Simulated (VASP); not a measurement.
# TiC (I4/mmm) in VASP: notebook, part 2 of 2

VASP 6.6.1.

### Step 3. Single point, LDA

This run uses another cell than the first one, of the same volume but with other edges.

INCAR reads:

```
PREC = Accurate
ENCUT = 520
EDIFF = 1E-7
ISMEAR = 0
SIGMA = 0.15
LREAL = False
LASPH = True
NELM = 100
ALGO = Normal
ISIF = 2
LWAVE = False
LCHARG = False
NBANDS = 15
```

KPOINTS reads:

```
Automatic mesh
0
Gamma
  20 20 20
```

POSCAR reads:

```
TiC
1.0
    0.0000000000      2.0364019665      2.4436823598
    2.0364019665      0.0000000000      2.4436823598
    2.0364019665      2.0364019665      0.0000000000
Ti C
1 1
Direct
    0.0000000000      0.0000000000      0.0000000000
    0.5000000000      0.5000000000      0.5000000000
```

Potentials or basis: VASP PAW LDA potentials, release 64 (Ti_sv, C).

Launch:

```bash
> cat potpaw_LDA.64/Ti_sv/POTCAR potpaw_LDA.64/C/POTCAR > POTCAR
> mpirun -np 1 vasp_std > vasp.out
```

It took 2 min on 1 thread of Intel Xeon 8259CL, shared host; peak memory 0.3 GiB.

The run converged. Its results:

```
Free energy            : -20.0448 eV
Pressure               : 3.8 GPa
Band gap on the k mesh : zero (bands 8 and 9 overlap by 2.02 eV)
```

Stress tensor (GPa, compression positive):
```
 23.62   0.00   0.00
  0.00  23.62   0.00
  0.00   0.00 -35.77
```

Levels at points of the mesh, in eV from the Fermi level:
| k point | band 4 | band 5 | band 6 | band 7 | band 8 | band 9 | band 10 | band 11 | band 12 | band 13 |
| --- | --- | --- | --- | --- | --- | --- | --- | --- | --- | --- |
| (0.00, 0.00, 0.00) | -32.11 | -12.26 | -0.22 | 0.45 | 1.19 | 1.20 | 1.20 | 1.92 | 1.92 | 2.39 |
| (0.50, 0.00, 0.00) | -32.08 | -8.52 | -5.87 | -3.37 | -2.98 | 2.73 | 3.24 | 4.47 | 6.89 | 7.61 |
| (0.50, 0.50, 0.00) | -32.20 | -10.35 | -4.41 | -1.55 | 0.88 | 0.88 | 2.83 | 3.35 | 3.35 | 4.96 |
| (0.50, 0.00, 0.50) | -32.49 | -9.99 | -2.66 | -1.66 | -0.31 | -0.28 | 2.50 | 2.75 | 4.22 | 6.87 |

Caveat: the stress differs along the axes, from -36 to 24 GPa.

### Step 4. Single point, LDA

This run uses another cell than the first one, of the same volume but with other edges.

INCAR reads:

```
  ALGO = Normal
  EDIFF = 1E-6
  ENCUT = 520
  ISIF = 2
  ISMEAR = 0
  LASPH = T
  LCHARG = F
  LREAL = F
  LWAVE = F
  NBANDS = 15
  NELM = 80
  PREC = Accurate
  SIGMA = 0.15
```

KPOINTS reads:

```
k-points
0
Gamma
  20 20 20
```

POSCAR reads:

```
TiC
1.0
    0.0000000000      2.3508543472      1.8336663908
    2.3508543472      0.0000000000      1.8336663908
    2.3508543472      2.3508543472      0.0000000000
Ti C
1 1
Direct
    0.0000000000      0.0000000000      0.0000000000
    0.5000000000      0.5000000000      0.5000000000
```

Potentials or basis: VASP PAW LDA potentials, release 64 (Ti_sv, C).

Launch:

```bash
> cat potpaw_LDA.64/Ti_sv/POTCAR potpaw_LDA.64/C/POTCAR > POTCAR
> mpirun -np 1 vasp_std > vasp.out
```

OUTCAR:

```text
EDIFF = 1E-6
   ENCUT = 520
   ISIF = 2
   ISMEAR = 0
   LASPH = T
   LREAL = F
   NELM = 80
   PREC = Accurate

 ion  position               nearest neighbor table
   1  0.000  0.000  0.000-   2 1.83   2 1.83   2 2.35   2 2.35   2 2.35   2 2.35
   2  0.500  0.500  0.500-   1 1.83   1 1.83   1 2.35   1 2.35   1 2.35   1 2.35

  LATTYP: Found a body centered tetragonal cell.
 ALAT       =     3.3246101010
 C/A-ratio  =     1.1030865786

  Lattice vectors:

 A1 = (   0.0000000000,  -2.3508543472,  -1.8336663908)
 A2 = (   0.0000000000,   2.3508543472,  -1.8336663908)
[... 610 lines left out ...]
     11      13.0623      0.00000
     12      15.7676      0.00000
     13      17.1705      0.00000
     14      18.9317      0.00000
     15      23.6441      0.00000

 [... further k-points ...]
[... 5 lines left out ...]
  --------------------------------------------------------------------------------------
  -------------------------------------------------------------------------------------
  Total       -3.9795554     -3.9795554     15.0055527      0.0000000      0.0000000      0.0000000
  in kB     -314.5888808   -314.5888808   1186.2079073      0.0000000      0.0000000      0.0000000
  external PRESSURE =     185.6767152 kB  Pullay stress =       0.0000000 kB

 VOLUME and BASIS-vectors are now :
 -----------------------------------------------------------------------------
  energy-cutoff  :      520.00
  volume of cell :       20.27
      direct lattice vectors                 reciprocal lattice vectors
     0.000000000  2.350854347  1.833666391    -0.212688634  0.212688634  0.272677736
     2.350854347  0.000000000  1.833666391     0.212688634 -0.212688634  0.272677736
     2.350854347  2.350854347  0.000000000     0.212688634  0.212688634 -0.272677736

 POSITION                                       TOTAL-FORCE (eV/Angst)
 -----------------------------------------------------------------------------------
      0.00000      0.00000      0.00000         0.000000     -0.000000      0.000000
      2.35085      2.35085      1.83367        -0.000000      0.000000      0.000000
 -----------------------------------------------------------------------------------
    total drift:                                0.000000     -0.000000     -0.000000

  FREE ENERGIE OF THE ION-ELECTRON SYSTEM (eV)
  ---------------------------------------------------
  free  energy   TOTEN  =       -19.1532555115 eV

  energy  without entropy=      -19.1495302653  energy(sigma->0) =      -19.15139289
```

OSZICAR:

```text
N       E                     dE             d eps       ncg     rms          rms(c)
DAV:   1     0.119722539944E+03    0.11972E+03   -0.79967E+03 19282   0.127E+03
DAV:   2    -0.166792843640E+02   -0.13640E+03   -0.12710E+03 20833   0.334E+02
DAV:   3    -0.243109465106E+02   -0.76317E+01   -0.74804E+01 23760   0.779E+01
DAV:   4    -0.245614991291E+02   -0.25055E+00   -0.25026E+00 24285   0.132E+01
DAV:   5    -0.245682251187E+02   -0.67260E-02   -0.67253E-02 24200   0.190E+00    0.211E+01
DAV:   6    -0.197845621728E+02    0.47837E+01   -0.13215E+01 26877   0.564E+01    0.701E+00
DAV:   7    -0.191851243232E+02    0.59944E+00   -0.23084E+00 21892   0.216E+01    0.589E+00
DAV:   8    -0.191545506721E+02    0.30574E-01   -0.16260E-01 22065   0.450E+00    0.280E+00
DAV:   9    -0.191538231366E+02    0.72754E-03   -0.53696E-02 26289   0.241E+00    0.526E-01
DAV:  10    -0.191536407197E+02    0.18242E-03   -0.81130E-03 24092   0.137E+00    0.277E-01
DAV:  11    -0.191532765582E+02    0.36416E-03   -0.79954E-04 22402   0.317E-01    0.291E-02
DAV:  12    -0.191532584796E+02    0.18079E-04   -0.69192E-05 22129   0.955E-02    0.104E-02
DAV:  13    -0.191532558324E+02    0.26472E-05   -0.75146E-06 23737   0.448E-02    0.624E-03
DAV:  14    -0.191532555115E+02    0.32092E-06   -0.76407E-07 12660   0.121E-02
   1 F= -.19153256E+02 E0= -.19151393E+02  d E =-.372525E-02
```

It took 2.7 min on 1 thread of Intel Xeon 8259CL, shared host; peak memory 0.3 GiB.

Results:

```yaml
Free_energy: -19.1533 eV
Pressure: 18.6 GPa
Band_gap_on_the_k_mesh: zero (bands 8 and 9 overlap by 2.51 eV)
```

Stress tensor (GPa, compression positive):
```
-31.46   0.00   0.00
  0.00 -31.46   0.00
  0.00   0.00 118.62
```

Levels at points of the mesh, in eV from the Fermi level:
```tsv
k point	band 5	band 6	band 7	band 8	band 9	band 10	band 11	band 12
(0.00, 0.00, 0.00)	-12.30	0.28	0.28	0.80	0.97	1.22	1.22	1.93
(0.50, 0.00, 0.00)	-8.28	-5.91	-3.59	-3.48	2.39	3.60	5.02	7.23
(0.50, 0.50, 0.00)	-10.05	-2.02	-1.26	-1.26	-0.92	3.09	3.38	3.38
(0.50, 0.00, 0.50)	-10.38	-4.17	-1.28	0.44	1.39	1.94	2.86	3.72
```

Caveat: the stress differs along the axes, from -31 to 119 GPa.

### Step 5. Summary

```tsv
cell	gap on the mesh (eV)	pressure (GPa)
a = 2.998, b = 2.998, c = 3.231 Å, angles 57.4, 57.4, 65.2°, 2 atoms	none	1.5
a = 3.181, b = 3.181, c = 2.880 Å, angles 63.1, 63.1, 53.8°, 2 atoms	none	3.8
a = 2.981, b = 2.981, c = 3.325 Å, angles 56.1, 56.1, 67.8°, 2 atoms	none	18.6
```

Alike in all rows: task single point; level LDA; potentials or basis VASP PAW LDA potentials, release 64 (Ti_sv, C); no spin polarisation; k mesh 20 × 20 × 20; cutoff (eV) 520; smearing gaussian 0.15 eV.

Caveats: the stress differs along the axes, from -26 to 57 GPa (at least some runs); the stress differs along the axes, from -36 to 24 GPa (at least some runs); the stress differs along the axes, from -31 to 119 GPa (at least some runs).

Absolute energies hang on the potentials; compare differences alone.
